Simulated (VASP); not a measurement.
# Hf4Br (Im-3m) in VASP: a series of runs

The runs below take Hf4Br through single point, relaxation of cell and atoms, with PBE.

Program: VASP 6.6.1. These are calculated values, not measurements. Logs are shortened: lines on timing, memory, paths and dates and some standing lists are left out, and cuts for length are marked.

## Step 1: The cell of the first run

It takes space group Im-3m (No. 229, cubic). The conventional cell has a = 6.227 Å, b = 6.227 Å, c = 6.227 Å, α = 90.00°, β = 90.00°, γ = 90.00°. Hf (site symmetry -3m) has 2 Br at 2.70 Å and 6 Hf at 3.11 Å within 3.6 Å. Within 3.6 Å of Br (site symmetry m-3m) lie 8 Hf at 2.70 Å.

## Step 2: Single point, PBE

INCAR

```
PREC = Accurate
ENCUT = 520
EDIFF = 1E-7
ISMEAR = 0
SIGMA = 0.1
LREAL = F
LASPH = T
NELM = 100
ALGO = Normal
ISIF = 2
LWAVE = F
LCHARG = F
GGA = PE
NBANDS = 32
```

KPOINTS

```
Automatic mesh
0
Gamma
  4 4 4
```

POSCAR

```
Hf4Br
1.0
   -3.1134275435      3.1134275435      3.1134275435
    3.1134275435     -3.1134275435      3.1134275435
    3.1134275435      3.1134275435     -3.1134275435
Hf Br
4 1
Direct
    0.0000000000      0.0000000000      0.5000184418
    0.5000184418      0.0000000000      0.0000000000
    0.0000000000      0.5000184418      0.0000000000
    0.4999815582      0.4999815582      0.4999815582
    0.0000000000      0.0000000000      0.0000000000
```

Potentials or basis: VASP PAW PBE potentials, release 64 (Hf_pv, Br).

Launch:

```bash
> cat potpaw_PBE.64/Hf_pv/POTCAR potpaw_PBE.64/Br/POTCAR > POTCAR
> mpirun -np 1 vasp_std > vasp.out
```

OUTCAR:

```text
PREC = Accurate
   ENCUT = 520
   EDIFF = 1E-7
   ISMEAR = 0
   LREAL = F
   LASPH = T
   NELM = 100
   ISIF = 2
   GGA = PE

 ion  position               nearest neighbor table
   1  0.000  0.000  0.500-   5 2.70   5 2.70   4 3.11   2 3.11   2 3.11   3 3.11   3 3.11   4 3.11

   2  0.500  0.000  0.000-   5 2.70   5 2.70   4 3.11   3 3.11   4 3.11   1 3.11   3 3.11   1 3.11

   3  0.000  0.500  0.000-   5 2.70   5 2.70   4 3.11   2 3.11   1 3.11   2 3.11   1 3.11   4 3.11

   4  0.500  0.500  0.500-   5 2.70   5 2.70   3 3.11   2 3.11   1 3.11   2 3.11   3 3.11   1 3.11

   5  0.000  0.000  0.000-   1 2.70   2 2.70   3 2.70   4 2.70   3 2.70   1 2.70   2 2.70   4 2.70

  LATTYP: Found a body centered cubic cell.
 ALAT       =     6.2268550870

  Lattice vectors:

 A1 = (  -3.1134275435,   3.1134275435,   3.1134275435)
 A2 = (   3.1134275435,  -3.1134275435,   3.1134275435)
 A3 = (   3.1134275435,   3.1134275435,  -3.1134275435)

Analysis of symmetry for initial positions (statically):
=====================================================================
 Subroutine PRICEL returns:
 Original cell was already a primitive cell.

 Routine SETGRP: Setting up the symmetry group for a
 body centered cubic supercell.

 Subroutine GETGRP returns: Found 24 space group operations
 (whereof 24 operations were pure point group operations)
 out of a pool of 48 trial point group operations.

The static configuration has the point symmetry T_d .

Analysis of symmetry for dynamics (positions and initial velocities):
=====================================================================
 Subroutine PRICEL returns:
 Original cell was already a primitive cell.

 Routine SETGRP: Setting up the symmetry group for a
 body centered cubic supercell.

 Subroutine GETGRP returns: Found 24 space group operations
 (whereof 24 operations were pure point group operations)
 out of a pool of 48 trial point group operations.

The dynamic configuration has the point symmetry T_d .

 Subroutine INISYM returns: Found 24 space group operations
 (whereof 24 operations are pure point group operations),
 and found     1 'primitive' translations

----------------------------------------------------------------------------------------

                                     Primitive cell

  volume of cell :     120.7192

  direct lattice vectors                    reciprocal lattice vectors
    -3.113427543  3.113427543  3.113427543     0.000000000  0.160594712  0.160594712
     3.113427543 -3.113427543  3.113427543     0.160594712  0.000000000  0.160594712
     3.113427543  3.113427543 -3.113427543     0.160594712  0.160594712  0.000000000

  length of vectors
     5.392614691  5.392614691  5.392614691     0.227115220  0.227115220  0.227115220

  position of ions in fractional coordinates (direct lattice)
     0.000000000  0.000000000  0.500018442
     0.500018442  0.000000000  0.000000000
     0.000000000  0.500018442  0.000000000
     0.499981558  0.499981558  0.499981558
     0.000000000  0.000000000  0.000000000

  ion indices of the primitive-cell ions
   primitive index   ion index
                 1           1
                 2           2
                 3           3
                 4           4
                 5           5

----------------------------------------------------------------------------------------

 KPOINTS: Automatic mesh

Automatic generation of k-mesh.
 Grid dimensions read from file:
 generate k-points for:    4    4    4

 Generating k-lattice:

  Cartesian coordinates                     Fractional coordinates (reciprocal lattice)
     0.000000000  0.040148678  0.040148678     0.250000000  0.000000000  0.000000000
     0.040148678  0.000000000  0.040148678     0.000000000  0.250000000  0.000000000
     0.040148678  0.040148678  0.000000000     0.000000000  0.000000000  0.250000000

  Length of vectors
     0.056778805  0.056778805  0.056778805

  Shift w.r.t. Gamma in fractional coordinates (k-lattice)
     0.000000000  0.000000000  0.000000000

 Subroutine IBZKPT returns following result:
 ===========================================

 Found      8 irreducible k-points:

 Following reciprocal coordinates:
            Coordinates               Weight
  0.000000  0.000000  0.000000      1.000000
  0.250000  0.000000  0.000000     12.000000
  0.500000  0.000000  0.000000      6.000000
  0.250000  0.250000  0.000000     24.000000
  0.250000  0.250000  0.250000      2.000000
 -0.250000  0.250000  0.250000      6.000000
  0.500000  0.500000  0.250000     12.000000
  0.500000  0.500000  0.500000      1.000000
   k-points           NKPTS =      8   k-points in BZ     NKDIM =      8   number of bands    NBANDS=     32
   number of dos      NEDOS =    301   number of ions     NIONS =      5
   total plane-waves  NPLWV =  64000
   dimension x,y,z NGX =    40 NGY =   40 NGZ =   40
   dimension x,y,z NGXF=    80 NGYF=   80 NGZF=   80
   ions per type =               4   1
   NGX,Y,Z   is equivalent  to a cutoff of  12.33, 12.33, 12.33 a.u.
   NGXF,Y,Z  is equivalent  to a cutoff of  24.66, 24.66, 24.66 a.u.
 SYSTEM =  unknown system
   PREC   = accura    normal or accurate (medium, high low for compatibility)
   ISTART =      0    job   : 0-new  1-cont  2-samecut
   ICHARG =      2    charge: 1-file 2-atom 10-const
   ISPIN  =      1    spin polarized calculation?
   LNONCOLLINEAR =      F non collinear calculations
   LSORBIT =      F    spin-orbit coupling
   LASPH  =      T    aspherical Exc in radial PAW
   ENCUT  =  520.0 eV  38.22 Ry    6.18 a.u.  10.03 10.03 10.03*2*pi/ulx,y,z
   NELM   =    100;   NELMIN=  2; NELMDL= -5     # of ELM steps
   EDIFF  = 0.1E-06   stopping-criterion for ELM
   LREAL  =      F    real-space projection
   EDIFFG = 0.1E-05   stopping-criterion for IOM
   NSW    =      0    number of steps for IOM
   IBRION =     -1    ionic relax: 0-MD 1-quasi-New 2-CG
   NFREE  =      0    steps in history (QN), initial steepest desc. (CG)
   ISIF   =      2    stress and relaxation
   ISYM   =      2    0-nonsym 1-usesym 2-fastsym
   POTIM  = 0.5000    time-step for ionic-motion
   TEBEG  =    0.0;   TEEND  =   0.0 temperature during run
   PSTRESS=    0.0 pullay stress
   NELECT =      47.0000    total number of electrons
   NUPDOWN=      -1.0000    fix difference up-down
   EMIN   =  10.00;   EMAX   =-10.00  energy-range for DOS
   EFERMI =   0.00;   METHOD = LEGACY
   ISMEAR =     0;   SIGMA  =   0.10  broadening in eV -4-tet -1-fermi 0-gaus
   EFERMI_NEDOS =   21; number of points for ismear=-14 and -15
   IALGO  =     38    algorithm
   IMIX   =      4    mixing-type and parameters
     AMIX     =   0.40;   BMIX     =  1.00
     AMIX_MAG =   1.60;   BMIX_MAG =  1.00
  volume/ion in A,a.u.               =      24.14       162.93
  Fermi-wavevector in a.u.,A,eV,Ry     =   1.195406  2.258989 19.442658  1.428995
  Thomas-Fermi vector in A             =   2.331372
   LORBIT       =      0    0 simple, 1 ext, 2 COOP (PROOUT), +10 PAW based schemes
   GGA     = PE    functional components
   LHFCALC =     F    Hartree Fock is set to
   AEXX    =    0.0000 exact exchange contribution
   IVDW    =     0    specifies the selected vdW correction
   LEPSILON=     F    determine dielectric tensor
   LRPA    =     F    only Hartree local field effects (RPA)
 non-spin polarized calculation
 Gauss-broadening in eV      SIGMA  =   0.10
  energy-cutoff  :      520.00
  volume of cell :      120.72
 maximum number of plane-waves:      3319
   NGX = 21   NGY = 21   NGZ = 21

 number of electron      47.0000011 magnetization

 Free energy of the ion-electron system (eV)
  ---------------------------------------------------
  ext. energy  EPLUGINS =         0.00000000
  ---------------------------------------------------
  free energy    TOTEN  =       -37.46896098 eV

  energy without entropy =      -37.44019245  energy(sigma->0) =      -37.45457672

 E-fermi :   4.8789     XC(G=0): -10.6022

 val. band max:        4.3511093424   @ k =   0.2500   0.2500   0.0000
 cond. band min:       4.8983784949   @ k =   0.5000   0.5000   0.2500
 fundamental gap:      0.5472691524
 Fermi energy:         4.8789330253

 k-point     1 :       0.0000    0.0000    0.0000
  band No.  band energies     occupation
      1     -26.6463      2.00000
      2     -26.6463      2.00000
      3     -26.6463      2.00000
      4     -26.3377      2.00000
      5     -26.3377      2.00000
      6     -26.3377      2.00000
[... 24 lines left out ...]
     31       7.6261      0.00000
     32       7.9441      0.00000

 k-point     2 :       0.2500    0.0000    0.0000
  band No.  band energies     occupation
      1     -26.6419      2.00000
      2     -26.6249      2.00000
      3     -26.5646      2.00000
      4     -26.3083      2.00000
      5     -26.3043      2.00000
      6     -26.2618      2.00000
[... 24 lines left out ...]
     31       7.4907      0.00000
     32       7.5383      0.00000

 k-point     3 :       0.5000    0.0000    0.0000
  band No.  band energies     occupation
      1     -26.6379      2.00000
      2     -26.6046      2.00000
      3     -26.3844      2.00000
      4     -26.3634      2.00000
      5     -26.2454      2.00000
      6     -26.2330      2.00000
[... 24 lines left out ...]
     31       6.4515      0.00000
     32       6.4930      0.00000

 k-point     4 :       0.2500    0.2500    0.0000
  band No.  band energies     occupation
      1     -26.6615      2.00000
      2     -26.5115      2.00000
      3     -26.4984      2.00000
      4     -26.3213      2.00000
      5     -26.2920      2.00000
      6     -26.1801      2.00000
[... 24 lines left out ...]
     31       7.0336      0.00000
     32       7.1064      0.00000

 k-point     5 :       0.2500    0.2500    0.2500
  band No.  band energies     occupation
      1     -26.5163      2.00000
      2     -26.4566      2.00000
      3     -26.4566      2.00000
      4     -26.4566      2.00000
      5     -26.1133      2.00000
      6     -26.1133      2.00000
[... 24 lines left out ...]
     31       6.5926      0.00000
     32       6.9622      0.00000

 k-point     6 :      -0.2500    0.2500    0.2500
  band No.  band energies     occupation
      1     -26.7440      2.00000
      2     -26.5352      2.00000
      3     -26.5352      2.00000
      4     -26.3693      2.00000
      5     -26.2750      2.00000
      6     -26.2066      2.00000
[... 24 lines left out ...]
     31       7.3337      0.00000
     32       7.4693      0.00000

 k-point     7 :       0.5000    0.5000    0.2500
  band No.  band energies     occupation
      1     -26.7888      2.00000
      2     -26.5024      2.00000
      3     -26.4306      2.00000
      4     -26.4209      2.00000
      5     -26.3601      2.00000
      6     -26.3218      2.00000
[... 24 lines left out ...]
     31       7.4191      0.00000
     32       7.6383      0.00000

 k-point     8 :       0.5000    0.5000    0.5000
  band No.  band energies     occupation
      1     -26.8702      2.00000
      2     -26.4657      2.00000
      3     -26.4657      2.00000
      4     -26.4657      2.00000
      5     -26.4008      2.00000
      6     -26.4008      2.00000
[... 24 lines left out ...]
     31       7.6375      0.00000
     32       8.9850      0.00000

------------------------ aborting loop because EDIFF is reached ----------------------------------------

  FORCE on cell =-STRESS in cart. coord.  units (eV):
  Direction    XX          YY          ZZ          XY          YZ          ZX
  --------------------------------------------------------------------------------------
  -------------------------------------------------------------------------------------
  Total       -0.3369541     -0.3369541     -0.3369541      0.0000000     -0.0000000      0.0000000
  in kB       -4.4720333     -4.4720333     -4.4720333      0.0000000     -0.0000000      0.0000000
  external PRESSURE =      -4.4720333 kB  Pullay stress =       0.0000000 kB

 VOLUME and BASIS-vectors are now :
 -----------------------------------------------------------------------------
  energy-cutoff  :      520.00
  volume of cell :      120.72
      direct lattice vectors                 reciprocal lattice vectors
    -3.113427543  3.113427543  3.113427543     0.000000000  0.160594712  0.160594712
     3.113427543 -3.113427543  3.113427543     0.160594712  0.000000000  0.160594712
     3.113427543  3.113427543 -3.113427543     0.160594712  0.160594712  0.000000000

 POSITION                                       TOTAL-FORCE (eV/Angst)
 -----------------------------------------------------------------------------------
      1.55677      1.55677     -1.55677        -0.000696     -0.000696      0.000696
     -1.55677      1.55677      1.55677         0.000696     -0.000696     -0.000696
      1.55677     -1.55677      1.55677        -0.000696      0.000696     -0.000696
      1.55666      1.55666      1.55666         0.000696      0.000696      0.000696
      0.00000      0.00000      0.00000         0.000000     -0.000000     -0.000000
 -----------------------------------------------------------------------------------
    total drift:                                0.000000      0.000000      0.000000

  FREE ENERGIE OF THE ION-ELECTRON SYSTEM (eV)
  ---------------------------------------------------
  free  energy   TOTEN  =       -37.4689609817 eV

  energy  without entropy=      -37.4401924540  energy(sigma->0) =      -37.45457672
```

Run time: 19 s. Hardware: 1 thread of Intel Xeon 6975P-C (Granite Rapids), shared host; peak memory 0.25 GiB.

Results:

```
Free energy : -37.4690 eV
Pressure    : -0.4 GPa
```

Levels at points of the mesh, in eV from the Fermi level:
| k point | band 19 | band 20 | band 21 | band 22 | band 23 | band 24 | band 25 | band 26 | band 27 | band 28 |
| --- | --- | --- | --- | --- | --- | --- | --- | --- | --- | --- |
| (0.00, 0.00, 0.00) | -3.07 | -2.05 | -2.05 | -2.05 | -1.69 | -1.69 | 1.47 | 1.56 | 1.56 | 1.56 |
| (0.50, 0.00, 0.00) | -1.93 | -1.01 | -1.00 | -0.89 | -0.72 | 0.36 | 0.63 | 0.66 | 0.88 | 1.06 |
| (0.50, 0.50, 0.50) | -2.26 | -1.05 | -1.05 | -1.05 | -1.00 | -1.00 | 0.56 | 0.56 | 0.56 | 2.21 |

Caveat: spin-orbit coupling is left out, which moves the levels of the heavy elements; an odd number of electrons without spin polarisation forces a metal; a magnetic or distorted state may lie lower.

[end of part 1 of 2]
